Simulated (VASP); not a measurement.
Runs of VASP 6.6.1 on Ni. The structure is that of space group Fm-3m (No. 225), or close to it. The cells are those of the table. 

```csv
task,cell,k mesh,gap on the mesh (eV),pressure (GPa),moment (μB)
relaxation of cell and atoms,"relaxed to -2 GPa from a = 2.465 Å, angles 60.0°, 1 atom",20 × 20 × 20,none,-2.0,0.62
relaxation of cell and atoms,"relaxed to 5 GPa from a = 2.432 Å, angles 60.0°, 1 atom",20 × 20 × 20,none,5.1,0.62
relaxation of cell and atoms,"relaxed to 2 GPa from a = 2.433 Å, angles 60.0°, 1 atom",20 × 20 × 20,none,1.9,0.62
single point,"a = 2.500 Å, angles 60.0°, 1 atom",8 × 8 × 8,none,-12.1,(a)
relaxation of cell and atoms,"relaxed to 10 GPa from a = 2.416 Å, angles 60.0°, 1 atom",20 × 20 × 20,none,10.1,0.62
```

Alike in all rows: level PBEsol; potentials or basis VASP PAW PBE potentials, release 64 (Ni); spin collinear, ferromagnetic start; cutoff (eV) 600; smearing gaussian 0.1 eV.

Estimate the missing entries.

(a) 0.70.

Caveats: some runs use coarse meshes; the PAW data sets were made with another functional, which shifts forces and pressure a little; the cell is relaxed towards a set pressure, so the run minimises the enthalpy, not the energy (at least some runs).

A gap of «none» marks levels without a gap at the run's occupations.
